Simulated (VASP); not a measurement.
# MoS (F-43m) in VASP: notebook

MoS is run at these levels: PBE; tasks: single point, relaxation of cell and atoms.

Program: VASP 6.6.1. These are calculated values, not measurements. Logs are shortened: lines on timing, memory, paths and dates and some standing lists are left out, and cuts for length are marked.

### 1 The cell of the first run

It takes space group F-43m (No. 216, cubic). The conventional cell has a = 5.334 Å, b = 5.334 Å, c = 5.334 Å, α = 90.00°, β = 90.00°, γ = 90.00°. Within 3.1 Å of Mo (site symmetry -43m) lie 4 S at 2.31 Å. S (site symmetry -43m) has 4 Mo at 2.31 Å within 3.1 Å.

### 2 Single point, PBE

Contents of INCAR:

```
PREC = Accurate
ENCUT = 520
EDIFF = 1E-7
ISMEAR = 0
SIGMA = 0.1
LREAL = False
LASPH = True
NELM = 60
ALGO = Normal
ISIF = 2
LWAVE = False
LCHARG = False
GGA = PE
NBANDS = 17
```

Contents of KPOINTS:

```
Automatic mesh
0
Gamma
  14 14 14
```

Contents of POSCAR:

```
MoS
1.0
    0.0000000000      2.6672146122      2.6672146122
    2.6672146122      0.0000000000      2.6672146122
    2.6672146122      2.6672146122      0.0000000000
Mo S
1 1
Direct
    0.0000000000      0.0000000000      0.0000000000
    0.2500000000      0.2500000000      0.2500000000
```

Potentials or basis: VASP PAW PBE potentials, release 64 (Mo_sv, S).

Launch:

```bash
$ cat potpaw_PBE.64/Mo_sv/POTCAR potpaw_PBE.64/S/POTCAR > POTCAR
$ mpirun -np 1 vasp_std > vasp.out
```

OUTCAR:

```text
PREC = Accurate
   ENCUT = 520
   EDIFF = 1E-7
   ISMEAR = 0
   LREAL = False
   LASPH = True
   NELM = 60
   ISIF = 2
   GGA = PE

 ion  position               nearest neighbor table
   1  0.000  0.000  0.000-   2 2.31   2 2.31   2 2.31   2 2.31
   2  0.250  0.250  0.250-   1 2.31   1 2.31   1 2.31   1 2.31

  LATTYP: Found a face centered cubic cell.
 ALAT       =     5.3344292244

  Lattice vectors:

 A1 = (   0.0000000000,   2.6672146122,   2.6672146122)
 A2 = (   2.6672146122,   0.0000000000,   2.6672146122)
 A3 = (   2.6672146122,   2.6672146122,   0.0000000000)

Analysis of symmetry for initial positions (statically):
=====================================================================
 Subroutine PRICEL returns:
 Original cell was already a primitive cell.

 Routine SETGRP: Setting up the symmetry group for a
 face centered cubic supercell.

 Subroutine GETGRP returns: Found 24 space group operations
 (whereof 24 operations were pure point group operations)
 out of a pool of 48 trial point group operations.

The static configuration has the point symmetry T_d .

Analysis of symmetry for dynamics (positions and initial velocities):
=====================================================================
 Subroutine PRICEL returns:
 Original cell was already a primitive cell.

 Routine SETGRP: Setting up the symmetry group for a
 face centered cubic supercell.

 Subroutine GETGRP returns: Found 24 space group operations
 (whereof 24 operations were pure point group operations)
 out of a pool of 48 trial point group operations.

The dynamic configuration has the point symmetry T_d .

 Subroutine INISYM returns: Found 24 space group operations
 (whereof 24 operations are pure point group operations),
 and found     1 'primitive' translations

----------------------------------------------------------------------------------------

                                     Primitive cell

  volume of cell :      37.9493

  direct lattice vectors                    reciprocal lattice vectors
     0.000000000  2.667214612  2.667214612    -0.187461480  0.187461480  0.187461480
     2.667214612  0.000000000  2.667214612     0.187461480 -0.187461480  0.187461480
     2.667214612  2.667214612  0.000000000     0.187461480  0.187461480 -0.187461480

  length of vectors
     3.772011078  3.772011078  3.772011078     0.324692809  0.324692809  0.324692809

[... 72 lines left out ...]
   ISTART =      0    job   : 0-new  1-cont  2-samecut
   ICHARG =      2    charge: 1-file 2-atom 10-const
   ISPIN  =      1    spin polarized calculation?
   LNONCOLLINEAR =      F non collinear calculations
   LSORBIT =      F    spin-orbit coupling
   LASPH  =      T    aspherical Exc in radial PAW
   ENCUT  =  520.0 eV  38.22 Ry    6.18 a.u.   7.01  7.01  7.01*2*pi/ulx,y,z
   NELM   =     60;   NELMIN=  2; NELMDL= -5     # of ELM steps
   EDIFF  = 0.1E-06   stopping-criterion for ELM
   LREAL  =      F    real-space projection
   EDIFFG = 0.1E-05   stopping-criterion for IOM
   NSW    =      0    number of steps for IOM
   IBRION =     -1    ionic relax: 0-MD 1-quasi-New 2-CG
   NFREE  =      0    steps in history (QN), initial steepest desc. (CG)
   ISIF   =      2    stress and relaxation
   ISYM   =      2    0-nonsym 1-usesym 2-fastsym
   POTIM  = 0.5000    time-step for ionic-motion
   TEBEG  =    0.0;   TEEND  =   0.0 temperature during run
   PSTRESS=    0.0 pullay stress
   NELECT =      20.0000    total number of electrons
   NUPDOWN=      -1.0000    fix difference up-down
   EMIN   =  10.00;   EMAX   =-10.00  energy-range for DOS
   EFERMI =   0.00;   METHOD = LEGACY
   ISMEAR =     0;   SIGMA  =   0.10  broadening in eV -4-tet -1-fermi 0-gaus
   EFERMI_NEDOS =   21; number of points for ismear=-14 and -15
   IALGO  =     38    algorithm
   IMIX   =      4    mixing-type and parameters
     AMIX     =   0.40;   BMIX     =  1.00
     AMIX_MAG =   1.60;   BMIX_MAG =  1.00
  volume/ion in A,a.u.               =      18.97       128.05
  Fermi-wavevector in a.u.,A,eV,Ry     =   1.322362  2.498901 23.791691  1.748640
  Thomas-Fermi vector in A             =   2.452048
   LORBIT       =      0    0 simple, 1 ext, 2 COOP (PROOUT), +10 PAW based schemes
   GGA     = PE    functional components
   LHFCALC =     F    Hartree Fock is set to
   AEXX    =    0.0000 exact exchange contribution
   IVDW    =     0    specifies the selected vdW correction
   LEPSILON=     F    determine dielectric tensor
   LRPA    =     F    only Hartree local field effects (RPA)
 non-spin polarized calculation
 Gauss-broadening in eV      SIGMA  =   0.10
  energy-cutoff  :      520.00
  volume of cell :       37.95
 maximum number of plane-waves:      1034
   NGX = 13   NGY = 13   NGZ = 13

 number of electron      19.9999998 magnetization

 Free energy of the ion-electron system (eV)
  ---------------------------------------------------
  ext. energy  EPLUGINS =         0.00000000
  ---------------------------------------------------
  free energy    TOTEN  =       -15.02564777 eV

  energy without entropy =      -15.01563961  energy(sigma->0) =      -15.02064369

 E-fermi :   8.0611     XC(G=0): -10.8785

 val. band max:        8.0391378343   @ k =   0.4286   0.2857   0.0714
 cond. band min:       8.0615244401   @ k =  -0.4286   0.2857   0.0000
 fundamental gap:      0.0223866059
 Fermi energy:         8.0611265679

 k-point     1 :       0.0000    0.0000    0.0000
  band No.  band energies     occupation
      1     -52.8002      2.00000
      2     -26.9498      2.00000
      3     -26.9498      2.00000
      4     -26.9498      2.00000
      5      -6.9812      2.00000
      6       2.3664      2.00000
[... 457 lines left out ...]
      4     -26.9636      2.00000
      5      -6.5059      2.00000
      6       1.8341      2.00000
[... 9 lines left out ...]
     16      16.4798      0.00000
     17      17.0566      0.00000

 [... further k-points ...]
[... 5 lines left out ...]
  --------------------------------------------------------------------------------------
  -------------------------------------------------------------------------------------
  Total       -0.0018906     -0.0018906     -0.0018906     -0.0000000     -0.0000000     -0.0000000
  in kB       -0.0798189     -0.0798189     -0.0798189     -0.0000000     -0.0000000     -0.0000000
  external PRESSURE =      -0.0798189 kB  Pullay stress =       0.0000000 kB

 VOLUME and BASIS-vectors are now :
 -----------------------------------------------------------------------------
  energy-cutoff  :      520.00
  volume of cell :       37.95
      direct lattice vectors                 reciprocal lattice vectors
     0.000000000  2.667214612  2.667214612    -0.187461480  0.187461480  0.187461480
     2.667214612  0.000000000  2.667214612     0.187461480 -0.187461480  0.187461480
     2.667214612  2.667214612  0.000000000     0.187461480  0.187461480 -0.187461480

 POSITION                                       TOTAL-FORCE (eV/Angst)
 -----------------------------------------------------------------------------------
      0.00000      0.00000      0.00000         0.000000      0.000000      0.000000
      1.33361      1.33361      1.33361        -0.000000     -0.000000     -0.000000
 -----------------------------------------------------------------------------------
    total drift:                               -0.000000     -0.000000     -0.000000

  FREE ENERGIE OF THE ION-ELECTRON SYSTEM (eV)
  ---------------------------------------------------
  free  energy   TOTEN  =       -15.0256477748 eV

  energy  without entropy=      -15.0156396131  energy(sigma->0) =      -15.02064369
```

stdout:

```text
POSCAR found type information on POSCAR MoS
 POSCAR found :  2 types and       2 ions
 scaLAPACK will be used
 LDA part: xc-table for (Slater+PW92), standard interpolation
 POSCAR, INCAR and KPOINTS ok, starting setup
 FFT: planning ... GRIDC
 FFT: planning ... GRID_SOFT
 FFT: planning ... GRID
 WAVECAR not read
 entering main loop
```

It took 2.2 min on 1 thread of AMD EPYC 7R13, shared host; peak memory 0.17 GiB.

What came out:

| Item | Value |
| --- | --- |
| Free energy | -15.0256 eV |
| Pressure | 0.0 GPa |
| Band gap on the k mesh | zero (band 10 reaches 8.45 eV, above the bottom of band 11 at 7.93 eV) |

Levels at points of the mesh, in eV from the Fermi level:
```
           k point  band 7  band 8  band 9  band 10  band 11  band 12  band 13  band 14
(0.00, 0.00, 0.00)   -5.69   -5.69   -0.72    -0.72     1.52     4.43     4.43     4.43
(0.50, 0.00, 0.00)   -5.24   -5.24   -0.24    -0.24    -0.04     2.36     2.36     4.20
(0.50, 0.50, 0.00)   -4.34   -4.34   -1.82     0.11     0.46     0.85     0.85     7.11
```

### 3 Relaxation of cell and atoms, PBE

Contents of INCAR:

```
  PREC = Accurate
  ENCUT = 600
  EDIFF = 1E-6
  ISMEAR = 0
  SIGMA = 0.1
  LREAL = F
  LASPH = T
  NELM = 100
  ALGO = Normal
  ISIF = 3
  LWAVE = F
  LCHARG = F
  GGA = PE
  IBRION = 2
  NSW = 100
  EDIFFG = -0.01
```

KPOINTS is that of step 2.

POSCAR is that of step 2.

Potentials or basis: VASP PAW PBE potentials, release 64 (Mo_sv, S).

Launch:

```bash
$ cat potpaw_PBE.64/Mo_sv/POTCAR potpaw_PBE.64/S/POTCAR > POTCAR
$ mpirun -np 1 vasp_std > vasp.out
```

OUTCAR:

```text
PREC = Accurate
   ENCUT = 600
   EDIFF = 1E-6
   ISMEAR = 0
   LREAL = F
   LASPH = T
   NELM = 100
   ISIF = 3
   GGA = PE
   IBRION = 2
   NSW = 100
   EDIFFG = -0.01

 ion  position               nearest neighbor table
   1  0.000  0.000  0.000-   2 2.31   2 2.31   2 2.31   2 2.31
   2  0.250  0.250  0.250-   1 2.31   1 2.31   1 2.31   1 2.31

  LATTYP: Found a face centered cubic cell.
 ALAT       =     5.3344292244

  Lattice vectors:

 A1 = (   0.0000000000,   2.6672146122,   2.6672146122)
 A2 = (   2.6672146122,   0.0000000000,   2.6672146122)
 A3 = (   2.6672146122,   2.6672146122,   0.0000000000)

Analysis of symmetry for initial positions (statically):
=====================================================================
 Subroutine PRICEL returns:
 Original cell was already a primitive cell.

 Routine SETGRP: Setting up the symmetry group for a
 face centered cubic supercell.

 Subroutine GETGRP returns: Found 24 space group operations
 (whereof 24 operations were pure point group operations)
 out of a pool of 48 trial point group operations.

The static configuration has the point symmetry T_d .

[... 169 lines left out ...]
  band No.  band energies     occupation
      1     -52.8003      2.00000
      2     -26.9503      2.00000
      3     -26.9503      2.00000
      4     -26.9503      2.00000
      5      -6.9812      2.00000
      6       2.3662      2.00000
      7       2.3662      2.00000
      8       2.3662      2.00000
      9       7.3447      2.00000
     10       7.3447      2.00000
     11       9.5782      0.00000
     12      12.4957      0.00000
     13      12.4957      0.00000
     14      12.4957      0.00000
[... 377 lines left out ...]
      1     -52.7965      2.00000
      2     -27.0055      2.00000
      3     -26.9648      2.00000
      4     -26.9641      2.00000
      5      -6.5059      2.00000
      6       1.8340      2.00000
      7       2.7252      2.00000
      8       2.7755      2.00000
      9       6.7027      2.00000
     10       7.6980      2.00000
     11      10.1171      0.00000
     12      11.1953      0.00000
     13      11.8137      0.00000
     14      12.5010      0.00000

 [... further k-points ...]
[... 5 lines left out ...]
  --------------------------------------------------------------------------------------
  -------------------------------------------------------------------------------------
  Total       -0.0072011     -0.0072011     -0.0072011     -0.0000000     -0.0000000      0.0000000
  in kB       -0.3040242     -0.3040242     -0.3040242     -0.0000000     -0.0000000      0.0000000
  external PRESSURE =      -0.3040242 kB  Pullay stress =       0.0000000 kB

 VOLUME and BASIS-vectors are now :
 -----------------------------------------------------------------------------
  energy-cutoff  :      600.00
  volume of cell :       37.95
      direct lattice vectors                 reciprocal lattice vectors
     0.000000000  2.667214612  2.667214612    -0.187461480  0.187461480  0.187461480
     2.667214612  0.000000000  2.667214612     0.187461480 -0.187461480  0.187461480
     2.667214612  2.667214612  0.000000000     0.187461480  0.187461480 -0.187461480

 POSITION                                       TOTAL-FORCE (eV/Angst)
 -----------------------------------------------------------------------------------
      0.00000      0.00000      0.00000         0.000000      0.000000      0.000000
      1.33361      1.33361      1.33361        -0.000000     -0.000000     -0.000000
 -----------------------------------------------------------------------------------
    total drift:                               -0.000000     -0.000000     -0.000000

  FREE ENERGIE OF THE ION-ELECTRON SYSTEM (eV)
  ---------------------------------------------------
  free  energy   TOTEN  =       -15.0260736918 eV

  energy  without entropy=      -15.0160659903  energy(sigma->0) =      -15.02106984

 reached required accuracy - stopping structural energy minimisation
```

CONTCAR:

```text
MoS
   1.00000000000000
     0.0000000000000000    2.6672146122000000    2.6672146122000000
     2.6672146122000000    0.0000000000000000    2.6672146122000000
     2.6672146122000000    2.6672146122000000    0.0000000000000000
  Mo              S
     1     1
Direct
     0.0000000000000000    0.0000000000000000    0.0000000000000000
     0.2500000000000000    0.2500000000000000    0.2500000000000000

  0.00000000E+00  0.00000000E+00  0.00000000E+00
  0.00000000E+00  0.00000000E+00  0.00000000E+00
```

Wall time 2.1 min (1 thread of AMD EPYC 7R13, shared host); peak memory 0.19 GiB.

What came out:

```
Free energy             : -15.0261 eV
Pressure after relaxing : 0.0 GPa
Band gap on the k mesh  : zero (band 10 reaches 8.45 eV, above the bottom of band 11 at 7.93 eV)
```

Final structure:
```
CELL_PARAMETERS angstrom
0.00000 2.66721 2.66721
2.66721 0.00000 2.66721
2.66721 2.66721 0.00000
ATOMIC_POSITIONS crystal
Mo 0.00000 0.00000 0.00000
S 0.25000 0.25000 0.25000
```

Caveat: the relaxation stopped at its first step, so nothing moved.
